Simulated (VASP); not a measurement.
# MgMnV4O12 (C2) in VASP: electric field gradients with r2SCAN

Aim: the electric field gradients of MgMnV4O12 with r2SCAN.

Program: VASP 6.6.1. These are calculated values, not measurements. Logs are shortened: lines on timing, memory, paths and dates and some standing lists are left out, and cuts for length are marked.

**1. The cell of the first run**

It takes space group C2 (No. 5, monoclinic). The conventional cell has a = 10.765 Å, b = 8.696 Å, c = 5.942 Å, α = 90.00°, β = 112.06°, γ = 90.00°. Mg (site symmetry 2) has 6 O at 2.03 to 2.37 Å within 2.7 Å. Within 2.8 Å of Mn (site symmetry 2) lie 6 O at 2.13 to 2.26 Å. V (site symmetry 1) has 4 O at 1.62 to 1.86 Å within 2.2 Å. V (site symmetry 1) has 4 O at 1.66 to 1.82 Å within 2.2 Å. Within 2.3 Å of O (site symmetry 1) lie 1 V at 1.74 Å and 1 Mg at 2.03 Å and 1 Mn at 2.26 Å. Within 2.2 Å of O (site symmetry 1) lie 1 V at 1.62 Å. O (site symmetry 1) has 1 V at 1.66 Å and 1 Mn at 2.13 Å within 2.2 Å. O (site symmetry 1) has 2 V at 1.82 to 1.86 Å and 1 Mg at 2.37 Å within 2.4 Å.

**2. Electric field gradients, r2SCAN, collinear spin, ferromagnetic start**

POSCAR reads:

```
MgMnV4O12
1.0
    5.3824362059     -4.3477504115      0.0000000000
    5.3824362059      4.3477504115      0.0000000000
   -2.2314627161      0.0000000000      5.5072290708
Mg Mn V O
1 1 4 12
Direct
    0.2584337100      0.7415662900      0.0000000000
    0.0630879900      0.9369120100      0.5000000000
    0.3969708400      0.1930041000      0.0306597600
    0.2064892500      0.3914551200      0.5408715300
    0.8069959000      0.6030291600      0.9693402400
    0.6085448800      0.7935107500      0.4591284700
    0.2484603200      0.9959074900      0.8907074500
    0.6328269100      0.0882869200      0.0581670400
    0.0291009800      0.2371681200      0.4540992700
    0.3449367300      0.3853108200      0.8511325800
    0.9117130800      0.3671730900      0.9418329600
    0.3624551800      0.3320839000      0.3296949400
    0.6146891800      0.6550632700      0.1488674200
    0.1085729500      0.6461757100      0.6011806900
    0.6679161000      0.6375448200      0.6703050600
    0.0040925100      0.7515396800      0.1092925500
    0.3538242900      0.8914270500      0.3988193100
    0.7628318800      0.9708990200      0.5459007300
```

INCAR.step1 reads:

```
SYSTEM = MgMnV4O12
PREC     = Accurate       ! precision mode
ENCUT    = 580            ! plane-wave cutoff, eV
ISMEAR   = -1             ! smearing method
SIGMA    = 0.02           ! smearing width, eV
LREAL    = .False.        ! projectors in reciprocal space
LASPH    = .True.         ! aspherical terms in the spheres
NELM     = 200            ! most SCF steps
ISPIN    = 2              ! spin polarisation
MAGMOM   = 0 5 0 0 0 0 0 0 0 0 0 0 0 0 0 0 0 0 ! initial moments
LMAXMIX  = 4              ! l up to which the mixer works
NBANDS   = 88             ! bands
GGA      = PE             ! functional
ALGO     = Normal         ! electronic algorithm
EDIFF    = 1E-5           ! SCF threshold, eV
LWAVE    = .True.         ! write WAVECAR
LCHARG   = .False.        ! write CHGCAR
GGA_COMPAT= .False.      
KPAR     = 4
```

INCAR.step2 reads:

```
SYSTEM = MgMnV4O12
PREC     = Accurate       ! precision mode
ENCUT    = 580            ! plane-wave cutoff, eV
EDIFF    = 1E-7           ! SCF threshold, eV
ISMEAR   = -1             ! smearing method
SIGMA    = 0.02           ! smearing width, eV
LREAL    = .False.        ! projectors in reciprocal space
LASPH    = .True.         ! aspherical terms in the spheres
NELM     = 200            ! most SCF steps
ALGO     = Normal         ! electronic algorithm
ISIF     = 2              ! what is computed and relaxed
LWAVE    = .False.        ! write WAVECAR
LCHARG   = .False.        ! write CHGCAR
ISPIN    = 2              ! spin polarisation
MAGMOM   = 0 5 0 0 0 0 0 0 0 0 0 0 0 0 0 0 0 0 ! initial moments
LORBIT   = 11             ! projections on sites
LMAXMIX  = 4              ! l up to which the mixer works
METAGGA  = R2SCAN         ! meta-GGA
LMIXTAU  = .True.       
LEFG     = .True.       
NBANDS   = 88             ! bands
ISTART   = 1            
GGA_COMPAT= .False.      
KPAR     = 4
```

KPOINTS reads:

```
regular mesh
0
Gamma
  3 3 4
  0 0 0
```

Potentials or basis: VASP PAW PBE potentials, release 64 (Mg, Mn_pv, V_sv, O).

Launch:

```
cat potpaw_PBE.64/Mg/POTCAR potpaw_PBE.64/Mn_pv/POTCAR potpaw_PBE.64/V_sv/POTCAR potpaw_PBE.64/O/POTCAR > POTCAR
cp INCAR.step1 INCAR
mpirun -np 4 vasp_std > vasp.out
cp INCAR.step2 INCAR
mpirun -np 4 vasp_std > vasp.out
```

OUTCAR:

```text
SYSTEM = MgMnV4O12
   PREC = Accurate
   ENCUT = 580
   EDIFF = 1E-7
   ISMEAR = -1
   LREAL = .False.
   LASPH = .True.
   NELM = 200
   ISIF = 2
   ISPIN = 2
   LORBIT = 11
   METAGGA = R2SCAN
   ISTART = 1

 ion  position               nearest neighbor table
   1  0.258  0.742  0.000-   7 2.03  16 2.03  14 2.25  17 2.25  13 2.37  10 2.37   4 3.06   6 3.06

   2  0.063  0.937  0.500-   9 2.13  18 2.13  17 2.20  14 2.20   7 2.26  16 2.26
   3  0.397  0.193  0.031-   8 1.62   7 1.74  12 1.81  10 1.86
   4  0.206  0.391  0.541-   9 1.66  14 1.72  12 1.79  10 1.82   1 3.06
   5  0.807  0.603  0.969-  11 1.62  16 1.74  15 1.81  13 1.86
   6  0.609  0.794  0.459-  18 1.66  17 1.72  15 1.79  13 1.82   1 3.06
   7  0.248  0.996  0.891-   3 1.74   1 2.03   2 2.26
   8  0.633  0.088  0.058-   3 1.62
   9  0.029  0.237  0.454-   4 1.66   2 2.13
  10  0.345  0.385  0.851-   4 1.82   3 1.86   1 2.37
  11  0.912  0.367  0.942-   5 1.62
  12  0.362  0.332  0.330-   4 1.79   3 1.81
  13  0.615  0.655  0.149-   6 1.82   5 1.86   1 2.37
  14  0.109  0.646  0.601-   4 1.72   2 2.20   1 2.25
  15  0.668  0.638  0.670-   6 1.79   5 1.81
  16  0.004  0.752  0.109-   5 1.74   1 2.03   2 2.26
  17  0.354  0.891  0.399-   6 1.72   2 2.20   1 2.25
  18  0.763  0.971  0.546-   6 1.66   2 2.13

  LATTYP: Found a base centered monoclinic cell.
 ALAT       =    10.7648724118
 B/A-ratio  =     0.8077662689
 C/A-ratio  =     0.5519933036
 COS(beta)  =    -0.3755319902

  Lattice vectors:

 A1 = (   5.3824362059,  -4.3477504115,   0.0000000000)
 A2 = (   5.3824362059,   4.3477504115,   0.0000000000)
 A3 = (  -2.2314627161,   0.0000000000,   5.5072290708)

Analysis of symmetry for initial positions (statically):
=====================================================================
 Subroutine PRICEL returns:
 Original cell was already a primitive cell.

 Routine SETGRP: Setting up the symmetry group for a
 base centered monoclinic supercell.

 Subroutine GETGRP returns: Found  2 space group operations
 (whereof  2 operations were pure point group operations)
 out of a pool of  4 trial point group operations.

The static configuration has the point symmetry C_2 .

Analysis of symmetry for dynamics (positions and initial velocities):
=====================================================================
 Subroutine PRICEL returns:
 Original cell was already a primitive cell.

 Routine SETGRP: Setting up the symmetry group for a
 base centered monoclinic supercell.

 Subroutine GETGRP returns: Found  2 space group operations
 (whereof  2 operations were pure point group operations)
 out of a pool of  4 trial point group operations.

The dynamic configuration has the point symmetry C_2 .

Analysis of structural, dynamic, and magnetic symmetry:
=====================================================================
 Subroutine PRICEL returns:
 Original cell was already a primitive cell.

 Routine SETGRP: Setting up the symmetry group for a
 base centered monoclinic supercell.

 Subroutine GETGRP returns: Found  2 space group operations
 (whereof  2 operations were pure point group operations)
 out of a pool of  4 trial point group operations.

The overall configuration has the point symmetry C_2 .

 Subroutine INISYM returns: Found  2 space group operations
 (whereof  2 operations are pure point group operations),
 and found     1 'primitive' translations

----------------------------------------------------------------------------------------

                                     Primitive cell

  volume of cell :     257.7547

  direct lattice vectors                    reciprocal lattice vectors
     5.382436206 -4.347750411  0.000000000     0.092894738 -0.115002002  0.037639826
[... 146 lines left out ...]

 Free energy of the ion-electron system (eV)
  ---------------------------------------------------
  ext. energy  EPLUGINS =         0.00000000
  ---------------------------------------------------
  free energy    TOTEN  =      -191.60817427 eV

  energy without entropy =     -191.60817427  energy(sigma->0) =     -191.60817427

 E-fermi :   1.7781     XC(G=0):  -9.8579

 val. band max:        1.3093937936   @ k =   0.0000   0.0000   0.0000
 cond. band min:       2.8750598394   @ k =  -0.3333  -0.3333   0.2500
 fundamental gap:      1.5656660458
 Fermi energy:         1.7781279960

 spin component 1

 k-point     1 :       0.0000    0.0000    0.0000
  band No.  band energies     occupation
      1     -66.6243      1.00000
      2     -66.6243      1.00000
      3     -66.3786      1.00000
      4     -66.3786      1.00000
      5     -50.3012      1.00000
      6     -50.2625      1.00000
[... 1165 lines left out ...]
     80       3.9525      0.00000
     81       4.2496      0.00000
 Fermi energy:         1.7781279960

 spin component 2

 k-point     1 :       0.0000    0.0000    0.0000
  band No.  band energies     occupation
      1     -66.4330      1.00000
      2     -66.4330      1.00000
      3     -66.3038      1.00000
      4     -66.3038      1.00000
      5     -43.9780      1.00000
      6     -43.9457      1.00000
[... 1165 lines left out ...]
     80       5.0163      0.00000
     81       5.0623      0.00000
 [bands above 81 left out]

------------------------ aborting loop because EDIFF is reached ----------------------------------------

  FORCE on cell =-STRESS in cart. coord.  units (eV):
  Direction    XX          YY          ZZ          XY          YZ          ZX
  --------------------------------------------------------------------------------------
  -------------------------------------------------------------------------------------
  Total      -12.5949057    -12.7250925    -11.5721496      0.0000000      0.0000000     -0.3062587
  in kB      -78.2886618    -79.0978900    -71.9313130      0.0000000      0.0000000     -1.9036734
  external PRESSURE =     -76.4392883 kB  Pullay stress =       0.0000000 kB

 VOLUME and BASIS-vectors are now :
 -----------------------------------------------------------------------------
  energy-cutoff  :      580.00
  volume of cell :      257.75
      direct lattice vectors                 reciprocal lattice vectors
     5.382436206 -4.347750411  0.000000000     0.092894738 -0.115002002  0.037639826
     5.382436206  4.347750411  0.000000000     0.092894738  0.115002002  0.037639826
    -2.231462716  0.000000000  5.507229071     0.000000000  0.000000000  0.181579518

 POSITION                                       TOTAL-FORCE (eV/Angst)
 -----------------------------------------------------------------------------------
      5.38244      2.10054      0.00000        -0.000000      0.065946      0.000000
      4.26670      3.79917      2.75361        -0.000000     -0.008876      0.000000
      3.10709     -0.88680      0.16885         0.010391     -0.574670      0.037451
      2.01146      0.80419      2.97870        -0.229201      0.245637      0.038640
      5.42632     -0.88680      5.33838        -0.010391     -0.574670     -0.037451
      6.52195      0.80419      2.52853         0.229201      0.245637     -0.038640
[... 10 lines left out ...]
      5.81254      2.33736      2.19639         0.179681     -0.641352      0.156573
      8.11354      0.90462      3.00640        -0.760247     -0.348832     -0.368215
 -----------------------------------------------------------------------------------
    total drift:                                0.000000      0.011492     -0.000000

  FREE ENERGIE OF THE ION-ELECTRON SYSTEM (eV)
  ---------------------------------------------------
  free  energy   TOTEN  =      -191.6081742726 eV

  energy  without entropy=     -191.6081742726  energy(sigma->0) =     -191.60817427

 Electric field gradients (V/A^2)
---------------------------------------------------------------------
 ion       V_xx      V_yy      V_zz      V_xy      V_xz      V_yz
---------------------------------------------------------------------
   1      -7.840     5.607     2.233    -0.000     6.548     0.000
   2     -14.662    -6.446    21.108    -0.000    11.054    -0.000
   3      -2.017   -23.641    25.658    18.536   -15.677    -5.216
   4     -41.551    29.123    12.428    -6.319    -5.466   -37.290
   5      -2.017   -23.641    25.658   -18.536   -15.677     5.216
   6     -41.551    29.123    12.428     6.319    -5.466    37.290
[... 10 lines left out ...]
  17      -9.291    -2.022    11.313   -33.382    -0.204     1.597
  18      10.236   -13.666     3.430   -23.177    -3.247     7.183
---------------------------------------------------------------------

 Electric field gradients after diagonalization (V/A^2)
 (convention: |V_zz| > |V_xx| > |V_yy|)
----------------------------------------------------------------------
 ion       V_xx      V_yy      V_zz     asymmetry (V_yy - V_xx)/ V_zz
----------------------------------------------------------------------
   1       5.607     5.457   -11.065       0.014
   2     -17.802    -6.446    24.248       0.468
   3     -34.487    -1.064    35.551       0.940
   4     -44.105   -14.907    59.011       0.495
   5     -34.487    -1.064    35.551       0.940
   6     -44.105   -14.907    59.011       0.495
[... 10 lines left out ...]
  17      28.027    11.225   -39.252       0.428
  18      26.249     2.178   -28.428       0.847
----------------------------------------------------------------------

           NMR quadrupolar parameters

 Cq : quadrupolar parameter    Cq=e*Q*V_zz/h
 eta: asymmetry parameters     (V_yy - V_xx)/ V_zz
 Q  : nuclear electric quadrupole moment in mb (millibarn)
----------------------------------------------------------------------
 ion       Cq(MHz)       eta       Q (mb)
----------------------------------------------------------------------
   1      -0.027       0.014       1.000
   2       0.059       0.468       1.000
   3       0.086       0.940       1.000
   4       0.143       0.495       1.000
   5       0.086       0.940       1.000
   6       0.143       0.495       1.000
[... 10 lines left out ...]
  17      -0.095       0.428       1.000
  18      -0.069       0.847       1.000
----------------------------------------------------------------------

 total charge

# of ion       s       p       d       tot
------------------------------------------
    1        0.106   0.118   0.047   0.271
    2        0.179   6.144   4.852  11.175
    3        2.364   6.387   3.155  11.906
    4        2.366   6.399   3.135  11.900
    5        2.364   6.387   3.155  11.906
    6        2.366   6.399   3.135  11.900
[... 10 lines left out ...]
   17        1.579   3.452   0.000   5.031
   18        1.593   3.405   0.000   4.998
--------------------------------------------------
tot         28.746  73.132  17.480 119.358

 magnetization (x)

# of ion       s       p       d       tot
------------------------------------------
    1        0.000   0.000  -0.000   0.000
    2        0.020   0.020   4.417   4.457
    3        0.001   0.002   0.053   0.056
    4        0.002   0.002   0.136   0.141
    5        0.001   0.002   0.053   0.056
    6        0.002   0.002   0.136   0.141
[... 10 lines left out ...]
   17        0.004  -0.008   0.000  -0.004
   18        0.003  -0.022   0.000  -0.019
--------------------------------------------------
tot          0.049  -0.051   4.795   4.793
```

It took 13 min on 4 MPI ranks of AMD EPYC 9R45 (Zen 5), shared host; peak memory 0.93 GiB.

Results:

```yaml
Free_energy: -191.6082 eV
Pressure: -7.6 GPa
Largest_force: 1.268 eV/Å
Band_gap_on_the_k_mesh: 1.57 eV, indirect (least direct gap 1.63 eV)
Net_moment: 5.00 μB per cell
Site_moments: Mg +0.00; Mn +4.46; V +0.06, +0.14; O -0.00, -0.02 μB
Valence_electrons_inside_the_program's_atomic_spheres: Mg 0.27; Mn 11.18; V 11.91, 11.90; O 5.05, 4.96, 5.00, 5.06, 5.03
```

Forces on the atoms (eV/Å):
```
Mg   0.000  0.066  0.000
Mn   0.000 -0.009  0.000
V    0.010 -0.575  0.037
V   -0.229  0.246  0.039
V   -0.010 -0.575 -0.037
V    0.229  0.246 -0.039
O    0.657  0.082  0.233
O   -0.538  1.141 -0.120
O    0.760 -0.349  0.368
O   -0.367 -0.050 -0.270
O    0.538  1.141  0.120
O   -0.380  0.117 -0.145
O    0.367 -0.050  0.270
O   -0.180 -0.641 -0.157
O    0.380  0.117  0.145
O   -0.657  0.082 -0.233
O    0.180 -0.641  0.157
O   -0.760 -0.349 -0.368
```

Electric field gradients, principal values (V/Å²):
| atom | least | middle | greatest (by size) |
| --- | --- | --- | --- |
| 1 Mg | 5.457 | 5.607 | -11.065 |
| 2 Mn | -6.446 | -17.802 | 24.248 |
| 3 V | -1.064 | -34.487 | 35.551 |
| 4 V | -14.907 | -44.105 | 59.011 |
| 5 V | -1.064 | -34.487 | 35.551 |
| 6 V | -14.907 | -44.105 | 59.011 |
| 7 O | 16.085 | 37.810 | -53.896 |
| 8 O | -1.576 | -18.139 | 19.715 |
| 9 O | 2.178 | 26.249 | -28.428 |
| 10 O | 4.330 | 37.925 | -42.256 |
| 11 O | -1.576 | -18.139 | 19.715 |
| 12 O | -9.548 | -28.449 | 37.998 |
| 13 O | 4.330 | 37.925 | -42.256 |
| 14 O | 11.225 | 28.027 | -39.252 |
| 15 O | -9.548 | -28.449 | 37.998 |
| 16 O | 16.085 | 37.810 | -53.896 |
| 17 O | 11.225 | 28.027 | -39.252 |
| 18 O | 2.178 | 26.249 | -28.428 |

Caveat: without QUAD_EFG the Cq values of the log hold for a quadrupole moment of 1 mb, not for the nuclei; the PAW data sets were made with another functional, which shifts forces and pressure a little; a cell with one magnetic atom can't hold antiferromagnetic order, which such compounds often take. A k mesh can miss the band edges.
